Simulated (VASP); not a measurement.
# HfN (P6_3/mmc) in VASP: single point with LDA

Aim: the single point of HfN with LDA.

Everything below comes from runs of VASP 6.6.1. Logs are shortened: lines on timing, memory, paths and dates and some standing lists are left out, and cuts for length are marked.

**1. The cell of the first run**

The structure is hexagonal, space group P6_3/mmc (No. 194). Conventional cell: a = 3.134 Å, b = 3.134 Å, c = 5.417 Å, α = 90.00°, β = 90.00°, γ = 120.00°. Hf (site symmetry -6m2) has 6 N at 2.26 Å within 3.0 Å. N (site symmetry -3m) has 6 Hf at 2.26 Å and 2 N at 2.71 Å within 3.0 Å.

**2. Single point, LDA**

Input file INCAR:

```
PREC = Accurate
ENCUT = 520
EDIFF = 1E-6
ISMEAR = 0
SIGMA = 0.1
LREAL = False
LASPH = True
NELM = 100
ALGO = Normal
ISIF = 2
LWAVE = False
LCHARG = False
GGA = CA
NBANDS = 23
```

Input file KPOINTS:

```
Automatic mesh
0
Gamma
  8 8 4
```

Input file POSCAR:

```
HfN
1.0
    3.1339080000      0.0000000000      0.0000000000
   -1.5669540000      2.7140440000      0.0000000000
    0.0000000000      0.0000000000      5.4167680000
Hf N
2 2
Direct
    0.6666666667      0.3333333333      0.7500000000
    0.3333333333      0.6666666667      0.2500000000
    0.0000000000      0.0000000000      0.0000000000
    0.0000000000      0.0000000000      0.5000000000
```

Potentials or basis: VASP PAW LDA potentials, release 64 (Hf_pv, N).

On the command line:

```
$ cat potpaw_LDA.64/Hf_pv/POTCAR potpaw_LDA.64/N/POTCAR > POTCAR
$ mpirun -np 1 vasp_std > vasp.out
```

OUTCAR:

```text
PREC = Accurate
   ENCUT = 520
   EDIFF = 1E-6
   ISMEAR = 0
   LREAL = False
   LASPH = True
   NELM = 100
   ISIF = 2
   GGA = CA

 ion  position               nearest neighbor table
   1  0.667  0.333  0.750-   3 2.26   4 2.26   3 2.26   4 2.26   3 2.26   4 2.26   2 3.26   2 3.26
                             2 3.26   2 3.26   2 3.26   2 3.26
   2  0.333  0.667  0.250-   3 2.26   4 2.26   3 2.26   4 2.26   3 2.26   4 2.26   1 3.26   1 3.26
                             1 3.26   1 3.26   1 3.26   1 3.26
   3  0.000  0.000  0.000-   1 2.26   2 2.26   1 2.26   2 2.26   1 2.26   2 2.26
   4  0.000  0.000  0.500-   1 2.26   2 2.26   1 2.26   2 2.26   1 2.26   2 2.26

  LATTYP: Found a hexagonal cell.
 ALAT       =     3.1339080000
 C/A-ratio  =     1.7284387417

  Lattice vectors:

 A1 = (   3.1339080000,   0.0000000000,   0.0000000000)
 A2 = (  -1.5669540000,   2.7140440000,   0.0000000000)
 A3 = (   0.0000000000,   0.0000000000,   5.4167680000)

Analysis of symmetry for initial positions (statically):
=====================================================================
 Subroutine PRICEL returns:
 Original cell was already a primitive cell.

 Routine SETGRP: Setting up the symmetry group for a
 hexagonal supercell.

 Subroutine GETGRP returns: Found 24 space group operations
 (whereof 12 operations were pure point group operations)
 out of a pool of 24 trial point group operations.

The static configuration has the point symmetry D_3d.
 The point group associated with its full space group is D_6h.

Analysis of symmetry for dynamics (positions and initial velocities):
=====================================================================
 Subroutine PRICEL returns:
 Original cell was already a primitive cell.

 Routine SETGRP: Setting up the symmetry group for a
 hexagonal supercell.

 Subroutine GETGRP returns: Found 24 space group operations
 (whereof 12 operations were pure point group operations)
 out of a pool of 24 trial point group operations.

The dynamic configuration has the point symmetry D_3d.
 The point group associated with its full space group is D_6h.

 Subroutine INISYM returns: Found 24 space group operations
 (whereof 12 operations are pure point group operations),
 and found     1 'primitive' translations

----------------------------------------------------------------------------------------

                                     Primitive cell

  volume of cell :      46.0727

  direct lattice vectors                    reciprocal lattice vectors
     3.133908000  0.000000000  0.000000000     0.319090414  0.184226932  0.000000000
    -1.566954000  2.714044000  0.000000000     0.000000000  0.368453864  0.000000000
     0.000000000  0.000000000  5.416768000     0.000000000  0.000000000  0.184611931

  length of vectors
     3.133908000  3.133908051  5.416768000     0.368453870  0.368453864  0.184611931

  position of ions in fractional coordinates (direct lattice)
     0.666666667  0.333333333  0.750000000
     0.333333333  0.666666667  0.250000000
     0.000000000  0.000000000  0.000000000
     0.000000000  0.000000000  0.500000000

  ion indices of the primitive-cell ions
   primitive index   ion index
                 1           1
                 2           2
                 3           3
                 4           4

----------------------------------------------------------------------------------------

 KPOINTS: Automatic mesh

Automatic generation of k-mesh.
 Grid dimensions read from file:
 generate k-points for:    8    8    4

 Generating k-lattice:

  Cartesian coordinates                     Fractional coordinates (reciprocal lattice)
     0.039886302  0.023028367  0.000000000     0.125000000 -0.000000000  0.000000000
     0.000000000  0.046056733  0.000000000     0.000000000  0.125000000  0.000000000
     0.000000000  0.000000000  0.046152983     0.000000000  0.000000000  0.250000000

  Length of vectors
     0.046056734  0.046056733  0.046152983

  Shift w.r.t. Gamma in fractional coordinates (k-lattice)
     0.000000000  0.000000000  0.000000000

 Subroutine IBZKPT returns following result:
 ===========================================

 Found     30 irreducible k-points:

 Following reciprocal coordinates:
            Coordinates               Weight
  0.000000  0.000000  0.000000      1.000000
  0.125000  0.000000  0.000000      6.000000
  0.250000  0.000000  0.000000      6.000000
  0.375000  0.000000  0.000000      6.000000
  0.500000  0.000000  0.000000      3.000000
  0.125000  0.125000  0.000000      6.000000
[... 16 lines left out ...]
  0.250000  0.000000  0.500000      6.000000
  0.375000  0.000000  0.500000      6.000000
 [... further k-points ...]
   k-points           NKPTS =     30   k-points in BZ     NKDIM =     30   number of bands    NBANDS=     23
   number of dos      NEDOS =    301   number of ions     NIONS =      4
   total plane-waves  NPLWV =  23040
   dimension x,y,z NGX =    24 NGY =   24 NGZ =   40
   dimension x,y,z NGXF=    48 NGYF=   48 NGZF=   80
   ions per type =               2   2
   NGX,Y,Z   is equivalent  to a cutoff of  12.73, 12.73, 12.28 a.u.
   NGXF,Y,Z  is equivalent  to a cutoff of  25.46, 25.46, 24.55 a.u.
 SYSTEM =  unknown system
   PREC   = accura    normal or accurate (medium, high low for compatibility)
   ISTART =      0    job   : 0-new  1-cont  2-samecut
   ICHARG =      2    charge: 1-file 2-atom 10-const
   ISPIN  =      1    spin polarized calculation?
   LNONCOLLINEAR =      F non collinear calculations
   LSORBIT =      F    spin-orbit coupling
   LASPH  =      T    aspherical Exc in radial PAW
   ENCUT  =  520.0 eV  38.22 Ry    6.18 a.u.   5.83  5.83 10.07*2*pi/ulx,y,z
   NELM   =    100;   NELMIN=  2; NELMDL= -5     # of ELM steps
   EDIFF  = 0.1E-05   stopping-criterion for ELM
   LREAL  =      F    real-space projection
   EDIFFG = 0.1E-04   stopping-criterion for IOM
   NSW    =      0    number of steps for IOM
   IBRION =     -1    ionic relax: 0-MD 1-quasi-New 2-CG
   NFREE  =      0    steps in history (QN), initial steepest desc. (CG)
   ISIF   =      2    stress and relaxation
   ISYM   =      2    0-nonsym 1-usesym 2-fastsym
   POTIM  = 0.5000    time-step for ionic-motion
   TEBEG  =    0.0;   TEEND  =   0.0 temperature during run
   PSTRESS=    0.0 pullay stress
   NELECT =      30.0000    total number of electrons
   NUPDOWN=      -1.0000    fix difference up-down
   EMIN   =  10.00;   EMAX   =-10.00  energy-range for DOS
   EFERMI =   0.00;   METHOD = LEGACY
   ISMEAR =     0;   SIGMA  =   0.10  broadening in eV -4-tet -1-fermi 0-gaus
   EFERMI_NEDOS =   21; number of points for ismear=-14 and -15
   IALGO  =     38    algorithm
   IMIX   =      4    mixing-type and parameters
     AMIX     =   0.40;   BMIX     =  1.00
     AMIX_MAG =   1.60;   BMIX_MAG =  1.00
  volume/ion in A,a.u.               =      11.52        77.73
  Fermi-wavevector in a.u.,A,eV,Ry     =   1.418951  2.681429 27.394277  2.013423
  Thomas-Fermi vector in A             =   2.540023
   LORBIT       =      0    0 simple, 1 ext, 2 COOP (PROOUT), +10 PAW based schemes
   GGA     = CA    functional components
   LHFCALC =     F    Hartree Fock is set to
   AEXX    =    0.0000 exact exchange contribution
   IVDW    =     0    specifies the selected vdW correction
   LEPSILON=     F    determine dielectric tensor
   LRPA    =     F    only Hartree local field effects (RPA)
 non-spin polarized calculation
 Gauss-broadening in eV      SIGMA  =   0.10
  energy-cutoff  :      520.00
  volume of cell :       46.07
 maximum number of plane-waves:      1275
 NGX is ok and might be reduce to    24
   NGX = 11   NGY = 11   NGZ = 21

 number of electron      30.0000004 magnetization

 Free energy of the ion-electron system (eV)
  ---------------------------------------------------
  ext. energy  EPLUGINS =         0.00000000
  ---------------------------------------------------
  free energy    TOTEN  =       -47.52841543 eV

  energy without entropy =      -47.51368373  energy(sigma->0) =      -47.52104958

 E-fermi :   7.6033     XC(G=0): -12.9910

 val. band max:        7.5878658148   @ k =   0.3750   0.1250   0.5000
 cond. band min:       7.6074484150   @ k =   0.1250   0.0000   0.2500
 fundamental gap:      0.0195826002
 Fermi energy:         7.6033068657

 k-point     1 :       0.0000    0.0000    0.0000
  band No.  band energies     occupation
      1     -23.7690      2.00000
      2     -22.8888      2.00000
      3     -22.7909      2.00000
      4     -22.7909      2.00000
      5     -22.7286      2.00000
      6     -22.7286      2.00000
[... 15 lines left out ...]
     22      13.3572      0.00000
     23      13.3572      0.00000

 k-point     2 :       0.1250    0.0000    0.0000
  band No.  band energies     occupation
      1     -23.7131      2.00000
      2     -22.9265      2.00000
      3     -22.8943      2.00000
      4     -22.8558      2.00000
      5     -22.8320      2.00000
      6     -22.7423      2.00000
[... 15 lines left out ...]
     22      12.8320      0.00000
     23      13.3052      0.00000

 k-point     3 :       0.2500    0.0000    0.0000
  band No.  band energies     occupation
      1     -23.5658      2.00000
      2     -23.2555      2.00000
      3     -23.1336      2.00000
      4     -22.9194      2.00000
      5     -22.9181      2.00000
      6     -22.7854      2.00000
[... 15 lines left out ...]
     22      12.9276      0.00000
     23      13.1436      0.00000

 k-point     4 :       0.3750    0.0000    0.0000
  band No.  band energies     occupation
      1     -23.5696      2.00000
      2     -23.3922      2.00000
      3     -23.3846      2.00000
      4     -23.0000      2.00000
      5     -22.9732      2.00000
      6     -22.8336      2.00000
[... 15 lines left out ...]
     22      13.4930      0.00000
     23      14.4733      0.00000

 k-point     5 :       0.5000    0.0000    0.0000
  band No.  band energies     occupation
      1     -23.6946      2.00000
      2     -23.4957      2.00000
      3     -23.2808      2.00000
      4     -23.0322      2.00000
      5     -23.0240      2.00000
      6     -22.8542      2.00000
[... 15 lines left out ...]
     22      13.5292      0.00000
     23      15.4118      0.00000

 k-point     6 :       0.1250    0.1250    0.0000
  band No.  band energies     occupation
      1     -23.6114      2.00000
      2     -23.1143      2.00000
      3     -23.0939      2.00000
      4     -22.9089      2.00000
      5     -22.8708      2.00000
      6     -22.8043      2.00000
[... 15 lines left out ...]
     22      12.5461      0.00000
     23      12.6023      0.00000

 k-point     7 :       0.2500    0.1250    0.0000
  band No.  band energies     occupation
      1     -23.4452      2.00000
      2     -23.4245      2.00000
      3     -23.3018      2.00000
      4     -22.9951      2.00000
      5     -22.9497      2.00000
      6     -22.8797      2.00000
[... 353 lines left out ...]
     22      14.0445      0.00000
     23      15.1844      0.00000

 k-point    21 :       0.0000    0.0000    0.5000
  band No.  band energies     occupation
      1     -23.3497      2.00000
      2     -23.3497      2.00000
      3     -22.7598      2.00000
      4     -22.7598      2.00000
      5     -22.7598      2.00000
      6     -22.7598      2.00000
[... 15 lines left out ...]
     22      10.8659      0.00000
     23      12.0726      0.00000

 k-point    22 :       0.1250    0.0000    0.5000
  band No.  band energies     occupation
      1     -23.3421      2.00000
      2     -23.3421      2.00000
      3     -22.8684      2.00000
      4     -22.8684      2.00000
      5     -22.7872      2.00000
      6     -22.7872      2.00000
[... 15 lines left out ...]
     22      12.0842      0.00000
     23      12.8292      0.00000

 k-point    23 :       0.2500    0.0000    0.5000
  band No.  band energies     occupation
      1     -23.3925      2.00000
      2     -23.3925      2.00000
      3     -23.0490      2.00000
      4     -23.0490      2.00000
      5     -22.8529      2.00000
      6     -22.8529      2.00000
[... 15 lines left out ...]
     22      12.8634      0.00000
     23      14.0759      0.00000

 k-point    24 :       0.3750    0.0000    0.5000
  band No.  band energies     occupation
      1     -23.5815      2.00000
      2     -23.5815      2.00000
      3     -23.0748      2.00000
      4     -23.0748      2.00000
      5     -22.9176      2.00000
      6     -22.9176      2.00000
[... 15 lines left out ...]
     22      13.2217      0.00000
     23      14.9385      0.00000

 [... further k-points ...]

------------------------ aborting loop because EDIFF is reached ----------------------------------------

  FORCE on cell =-STRESS in cart. coord.  units (eV):
  Direction    XX          YY          ZZ          XY          YZ          ZX
  --------------------------------------------------------------------------------------
  -------------------------------------------------------------------------------------
  Total       -2.8008967     -2.8008968     -2.8370314      0.0000000     -0.0000000      0.0000000
  in kB      -97.4012013    -97.4012055    -98.6577848      0.0000000     -0.0000000      0.0000000
  external PRESSURE =     -97.8200638 kB  Pullay stress =       0.0000000 kB

 VOLUME and BASIS-vectors are now :
 -----------------------------------------------------------------------------
  energy-cutoff  :      520.00
  volume of cell :       46.07
      direct lattice vectors                 reciprocal lattice vectors
     3.133908000  0.000000000  0.000000000     0.319090414  0.184226932  0.000000000
    -1.566954000  2.714044000  0.000000000     0.000000000  0.368453864  0.000000000
     0.000000000  0.000000000  5.416768000     0.000000000  0.000000000  0.184611931

 POSITION                                       TOTAL-FORCE (eV/Angst)
 -----------------------------------------------------------------------------------
      1.56695      0.90468      4.06258         0.000000      0.000000      0.000000
     -0.00000      1.80936      1.35419        -0.000000      0.000000      0.000000
      0.00000      0.00000      0.00000         0.000000     -0.000000      0.000000
      0.00000      0.00000      2.70838         0.000000     -0.000000      0.000000
 -----------------------------------------------------------------------------------
    total drift:                               -0.000000      0.000000     -0.000000

  FREE ENERGIE OF THE ION-ELECTRON SYSTEM (eV)
  ---------------------------------------------------
  free  energy   TOTEN  =       -47.5284154341 eV

  energy  without entropy=      -47.5136837282  energy(sigma->0) =      -47.52104958
```

Wall time 33 s (1 thread of Intel Xeon 8259CL, shared host); peak memory 0.16 GiB.

Results:

```yaml
Free_energy: -47.5284 eV
Pressure: -9.8 GPa
Band_gap_on_the_k_mesh: zero (band 15 reaches 9.60 eV, above the bottom of band 16 at 7.32 eV)
```

Levels at points of the mesh, in eV from the Fermi level:
| k point | band 13 | band 14 | band 15 | band 16 | band 17 | band 18 |
| --- | --- | --- | --- | --- | --- | --- |
| (0.00, 0.00, 0.00) | -3.40 | -1.52 | -0.49 | 0.84 | 0.84 | 1.36 |
| (0.50, 0.00, 0.00) | -3.05 | -2.62 | -2.22 | 2.62 | 2.93 | 4.56 |
| (0.00, 0.00, 0.50) | -4.20 | -4.20 | 2.00 | 2.00 | 3.02 | 3.02 |
| (0.50, 0.00, 0.50) | -4.28 | -4.28 | -0.08 | -0.08 | 4.87 | 4.87 |

Caveat: spin-orbit coupling is left out, which moves the levels of the heavy elements.
